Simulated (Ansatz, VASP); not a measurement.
## BaTiO3 in VASP and in Ansatz

```
Ba Ti O
1.0
     2.82767    1.63255    2.24820
    -2.82767    1.63255    2.24820
     0.00000   -3.26511    2.24820
Ba Ti O
1 1 3
Direct
  0.00000 0.00000 0.00000
  0.51400 0.51400 0.51400
  0.49160 0.49160 0.98150
  0.49160 0.98150 0.49160
  0.98150 0.49160 0.49160
```

Change from the starting cell: zz strain of -3 %.

Alike in both runs: task single point; functional LDA; k mesh 9 × 9 × 9; occupations fermi-dirac, width 0.05 eV; no spin polarisation.

|  | VASP | Ansatz |
| --- | --- | --- |
| version | VASP 6.6.1 | Ansatz 0.2.0 |
| potentials or method | VASP PAW LDA potentials, release 64 (Ba_sv, Ti_sv, O), cutoff 520 eV | all-electron LAPW, scalar-relativistic |

Ansatz gave:

| Item | Value |
| --- | --- |
| gap on the k mesh at the Fermi level (eV) | 2.41 |
| pressure (GPa) | -0.9 |
| traceless stress, the component that is largest in VASP (GPa) | 4.56 |
| rms of the force components (eV/Å) | 0.122 |

Q: What did VASP give for the same quantities?

A: gap on the k mesh at the Fermi level (eV): 2.35; pressure (GPa): 1.5; traceless stress, the component that is largest in VASP (GPa): 4.66; rms of the force components (eV/Å): 0.158.

LDA's correlation is that of Perdew and Zunger in VASP and of Perdew and Wang (1992) in Ansatz. Atom by atom the forces differ by 0.040 eV/Å (rms over components). Ansatz ran all-electron here, and VASP with PAW potentials.

Spin-orbit coupling is off throughout.
